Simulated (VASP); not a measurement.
# BN (P6_3/mmc) in VASP: a series of runs, part 2 of 2

VASP 6.6.1.

## (3) Relaxation of cell and atoms, PBEsol

This run uses another cell than the first one, of 9.53 Å³/atom.

The input, INCAR:

```
SYSTEM = BN
PREC     = Accurate       ! precision mode
ENCUT    = 600            ! plane-wave cutoff, eV
EDIFF    = 1E-6           ! SCF threshold, eV
ISMEAR   = 0              ! smearing method
SIGMA    = 0.01           ! smearing width, eV
LREAL    = .False.        ! projectors in reciprocal space
LASPH    = .True.         ! aspherical terms in the spheres
NELM     = 80             ! most SCF steps
ALGO     = Normal         ! electronic algorithm
ISIF     = 3              ! what is computed and relaxed
LWAVE    = .False.        ! write WAVECAR
LCHARG   = .False.        ! write CHGCAR
GGA      = PS             ! functional
IBRION   = 2              ! ionic algorithm
NSW      = 80             ! ionic steps
EDIFFG   = -0.001         ! ionic threshold
```

The input, KPOINTS:

```
Automatic mesh
0
Gamma
  12 12 4
  0 0 0
```

The input, POSCAR:

```
BN
1.0
    2.5043460065      0.0000000000      0.0000000000
   -1.2521730032      2.1688272615      0.0000000000
    0.0000000000      0.0000000000      7.0164125884
B N
2 2
Direct
    0.3333333333      0.6666666667      0.2500000000
    0.6666666667      0.3333333333      0.7500000000
    0.3333333333      0.6666666667      0.7500000000
    0.6666666667      0.3333333333      0.2500000000
```

Potentials or basis: VASP PAW PBE potentials, release 64 (B, N).

On the command line:

```
$ cat potpaw_PBE.64/B/POTCAR potpaw_PBE.64/N/POTCAR > POTCAR
$ mpirun -np 1 vasp_std > vasp.out
```

OUTCAR:

```text
SYSTEM = BN
   PREC = Accurate
   ENCUT = 600
   EDIFF = 1E-6
   ISMEAR = 0
   LREAL = .False.
   LASPH = .True.
   NELM = 80
   ISIF = 3
   GGA = PS
   IBRION = 2
   NSW = 80
   EDIFFG = -0.001

 ion  position               nearest neighbor table
   1  0.333  0.667  0.250-   4 1.45   4 1.45   4 1.45
   2  0.667  0.333  0.750-   3 1.45   3 1.45   3 1.45
   3  0.333  0.667  0.750-   2 1.45   2 1.45   2 1.45
   4  0.667  0.333  0.250-   1 1.45   1 1.45   1 1.45

  LATTYP: Found a hexagonal cell.
 ALAT       =     2.5043460065
 C/A-ratio  =     2.8016945622

  Lattice vectors:

 A1 = (   2.5043460065,   0.0000000000,   0.0000000000)
 A2 = (  -1.2521730032,   2.1688272615,   0.0000000000)
 A3 = (   0.0000000000,   0.0000000000,   7.0164125884)

Analysis of symmetry for initial positions (statically):
=====================================================================
 Subroutine PRICEL returns:
 Original cell was already a primitive cell.

 Routine SETGRP: Setting up the symmetry group for a
 hexagonal supercell.

 Subroutine GETGRP returns: Found 24 space group operations
 (whereof 12 operations were pure point group operations)
 out of a pool of 24 trial point group operations.

The static configuration has the point symmetry D_3d.
 The point group associated with its full space group is D_6h.

Analysis of symmetry for dynamics (positions and initial velocities):
=====================================================================
 Subroutine PRICEL returns:
 Original cell was already a primitive cell.

 Routine SETGRP: Setting up the symmetry group for a
 hexagonal supercell.

 Subroutine GETGRP returns: Found 24 space group operations
 (whereof 12 operations were pure point group operations)
 out of a pool of 24 trial point group operations.

The dynamic configuration has the point symmetry D_3d.
 The point group associated with its full space group is D_6h.

 Subroutine INISYM returns: Found 24 space group operations
 (whereof 12 operations are pure point group operations),
 and found     1 'primitive' translations

----------------------------------------------------------------------------------------
[... 150 lines left out ...]

  FORCE on cell =-STRESS in cart. coord.  units (eV):
  Direction    XX          YY          ZZ          XY          YZ          ZX
  --------------------------------------------------------------------------------------
  -------------------------------------------------------------------------------------
  Total        0.0689908      0.0689908     -0.0494052      0.0000000     -0.0000000      0.0000000
  in kB        2.9004622      2.9004622     -2.0770603      0.0000000     -0.0000000      0.0000000
  external PRESSURE =       1.2412880 kB  Pullay stress =       0.0000000 kB
[... 95 lines left out ...]
  FREE ENERGIE OF THE ION-ELECTRON SYSTEM (eV)
  ---------------------------------------------------
  free  energy   TOTEN  =       -36.5777662474 eV

  energy  without entropy=      -36.5777662474  energy(sigma->0) =      -36.57776625

 E-fermi :   1.8742     XC(G=0):  -9.9766

 val. band max:        1.8105611682   @ k =   0.3333   0.3333   0.5000
 cond. band min:       6.0533276105   @ k =   0.5000   0.0000   0.0000
 fundamental gap:      4.2427664423
 Fermi energy:         1.8741870885

 k-point     1 :       0.0000    0.0000    0.0000
  band No.  band energies     occupation
      1     -15.8968      2.00000
      2     -15.6874      2.00000
      3      -4.2740      2.00000
      4      -2.5535      2.00000
      5       0.5012      2.00000
      6       0.5012      2.00000
      7       0.5241      2.00000
      8       0.5241      2.00000
      9       6.6115      0.00000
     10      11.4155      0.00000
     11      13.3157      0.00000
     12      13.3158      0.00000
[... 333 lines left out ...]
      1     -13.8924      2.00000
      2     -13.7875      2.00000
      3      -5.0628      2.00000
      4      -5.0260      2.00000
      5      -1.7560      2.00000
      6      -1.7279      2.00000
      7      -1.2897      2.00000
      8      -0.3142      2.00000
      9       8.6204      0.00000
     10       9.0480      0.00000
     11      10.4298      0.00000
     12      11.9325      0.00000

 [... further k-points ...]

[... ionic steps 4 to 29 ...]

--------------------------------------- Ionic step       30  -------------------------------------------

 number of electron      15.9999999 magnetization

------------------------ aborting loop because EDIFF is reached ----------------------------------------
[... 71 lines left out ...]
--------------------------------------- Ionic step       32  -------------------------------------------

 number of electron      15.9999999 magnetization

 Free energy of the ion-electron system (eV)
  ---------------------------------------------------
  ext. energy  EPLUGINS =         0.00000000
  ---------------------------------------------------
  free energy    TOTEN  =       -36.57835677 eV

  energy without entropy =      -36.57835677  energy(sigma->0) =      -36.57835677

 E-fermi :   1.9749     XC(G=0): -10.0644

 val. band max:        1.9092926756   @ k =   0.3333   0.3333   0.5000
 cond. band min:       6.1318544896   @ k =   0.5000   0.0000   0.0000
 fundamental gap:      4.2225618140
 Fermi energy:         1.9749162127

 k-point     1 :       0.0000    0.0000    0.0000
  band No.  band energies     occupation
      1     -15.8107      2.00000
      2     -15.5790      2.00000
      3      -4.2281      2.00000
      4      -2.3929      2.00000
      5       0.6015      2.00000
      6       0.6015      2.00000
      7       0.6276      2.00000
      8       0.6276      2.00000
      9       6.7710      0.00000
     10      11.6662      0.00000
     11      13.4159      0.00000
     12      13.4159      0.00000
[... 376 lines left out ...]
  FREE ENERGIE OF THE ION-ELECTRON SYSTEM (eV)
  ---------------------------------------------------
  free  energy   TOTEN  =       -36.5783567673 eV

  energy  without entropy=      -36.5783567673  energy(sigma->0) =      -36.57835677

 reached required accuracy - stopping structural energy minimisation
```

OSZICAR:

```text
N       E                     dE             d eps       ncg     rms          rms(c)
DAV:   1     0.698807590221E+02    0.69881E+02   -0.89000E+03  1368   0.138E+03
DAV:   2    -0.348399310095E+02   -0.10472E+03   -0.94477E+02  2000   0.285E+02
DAV:   3    -0.400146798693E+02   -0.51747E+01   -0.51415E+01  1748   0.671E+01
[... 167 lines left out ...]
DAV:   1    -0.365783569628E+02    0.87846E-06   -0.29287E-06  1568   0.179E-02    0.174E-03
DAV:   2    -0.365783568511E+02    0.11171E-06   -0.53851E-08   696   0.201E-03
  31 F= -.36578357E+02 E0= -.36578357E+02  d E =-.315975E-05
       N       E                     dE             d eps       ncg     rms          rms(c)
DAV:   1    -0.365783567758E+02    0.18698E-06   -0.68161E-08   696   0.300E-03    0.292E-04
DAV:   2    -0.365783567673E+02    0.84690E-08   -0.46751E-09   696   0.798E-04
  32 F= -.36578357E+02 E0= -.36578357E+02  d E =-.307602E-05
```

Wall time 4.4 min (1 thread of Intel Xeon 8259CL, shared host); peak memory 0.17 GiB.

What came out:

```
Free energy                           : -36.5784 eV
Relaxed volume                        : 9.34 Å³/atom
Relaxed cell                          : a = 2.505 Å, b = 2.505 Å, c = 6.876 Å, α = 90.00°, β = 90.00°, γ = 120.00°
Space group after relaxing (to 0.1 Å) : P6_3/mmc (No. 194)
Energy gained by relaxing             : 0.2 meV/atom
Ionic steps                           : 32
Pressure after relaxing               : 0.0 GPa
Band gap on the k mesh                : 4.22 eV (least direct gap 4.59 eV)
```

The path:
| step | energy change (eV) | largest force (eV/Å) | pressure (GPa) | volume (Å³) |
| --- | --- | --- | --- | --- |
| 1 | 0.0000 | 0.0000 | 0.12 | 38.11 |
| 2 | 0.0000 | 0.0000 | -0.45 | 38.15 |
| 3 | 0.0000 | 0.0000 | -0.13 | 38.13 |
| 4 | -0.0001 | 0.0000 | -0.13 | 38.10 |
| 5 | -0.0002 | 0.0000 | -0.15 | 38.02 |
| 6 | -0.0003 | 0.0000 | -0.19 | 37.86 |
| 7 | -0.0006 | 0.0000 | -0.26 | 37.55 |
| 8 | -0.0006 | 0.0000 | -0.03 | 37.49 |
| 9 | -0.0006 | 0.0000 | 0.02 | 37.48 |
| 10 | -0.0006 | 0.0000 | 0.04 | 37.47 |
| 11 | -0.0006 | 0.0000 | 0.05 | 37.47 |
| 12 | -0.0006 | 0.0000 | 0.04 | 37.47 |
| 13 | -0.0006 | 0.0000 | -0.02 | 37.48 |
| 14 | -0.0006 | 0.0000 | -0.04 | 37.48 |
| 15 | -0.0006 | 0.0000 | -0.03 | 37.48 |
| 16 | -0.0006 | 0.0000 | -0.02 | 37.48 |
| 17 | -0.0006 | 0.0000 | -0.02 | 37.48 |
| 18 | -0.0006 | 0.0000 | -0.04 | 37.48 |
| 19 | -0.0006 | 0.0000 | -0.05 | 37.48 |
| 20 | -0.0006 | 0.0000 | -0.10 | 37.47 |
| 21 | -0.0006 | 0.0000 | -0.10 | 37.47 |
| 22 | -0.0006 | 0.0000 | -0.10 | 37.47 |
| 23 | -0.0006 | 0.0000 | -0.11 | 37.46 |
| 24 | -0.0006 | 0.0000 | -0.09 | 37.46 |
| 25 | -0.0006 | 0.0000 | -0.10 | 37.45 |
| 26 | -0.0006 | 0.0000 | -0.08 | 37.42 |
| 27 | -0.0006 | 0.0000 | -0.07 | 37.38 |
| 28 | -0.0006 | 0.0000 | -0.02 | 37.37 |
| 29 | -0.0006 | 0.0000 | 0.06 | 37.37 |
| 30 | -0.0006 | 0.0000 | 0.00 | 37.37 |
| 31 | -0.0006 | 0.0000 | -0.01 | 37.37 |
| 32 | -0.0006 | 0.0000 | -0.01 | 37.37 |

Final structure:
```
B N
1.0
     2.50513    0.00000    0.00000
    -1.25257    2.16951    0.00000
     0.00000    0.00000    6.87645
B N
2 2
Direct
  0.33333 0.66667 0.25000
  0.66667 0.33333 0.75000
  0.33333 0.66667 0.75000
  0.66667 0.33333 0.25000
```

Caveat: the PAW data sets were made with another functional, which shifts forces and pressure a little; this functional lacks dispersion, which binds the layers, so the pressure and a relaxed spacing across them are unreliable. A k mesh can miss the band edges.
